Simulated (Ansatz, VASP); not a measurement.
MgAu: VASP beside Ansatz

```
Mg Au
1.0
     0.00000    3.25900    3.25900
     3.25900    0.00000    3.25900
     3.25900    3.25900    0.00000
Mg Au
2 2
Direct
  0.25000 0.25000 0.25000
  0.75000 0.75000 0.75000
  0.00000 0.00000 0.00000
  0.50000 0.50000 0.50000
```

Alike in both runs: task single point; functional LDA; k mesh 7 × 7 × 7; occupations fermi-dirac, width 0.0816 eV; no spin polarisation.

|  | VASP | Ansatz |
| --- | --- | --- |
| version | VASP 6.6.1 | Ansatz 0.2.0 |
| potentials or method | VASP PAW LDA potentials, release 64 (Mg, Au) | PAW with Ansatz's default frozen-core files, scalar-relativistic |
| plane-wave cutoff (eV) | 600 | 420 |
| valence electrons in the cell | 26 | 58 |

|  | VASP | Ansatz | Ansatz less VASP |
| --- | --- | --- | --- |
| pressure (GPa) | -3.7 | -3.4 | +0.30 |

LDA's correlation is that of Perdew and Zunger in VASP and of Perdew and Wang (1992) in Ansatz. VASP's potentials hold 26 valence electrons a cell and Ansatz's 58, so a difference there can come from the potentials and not from the codes.

Neither program's run includes spin-orbit coupling.
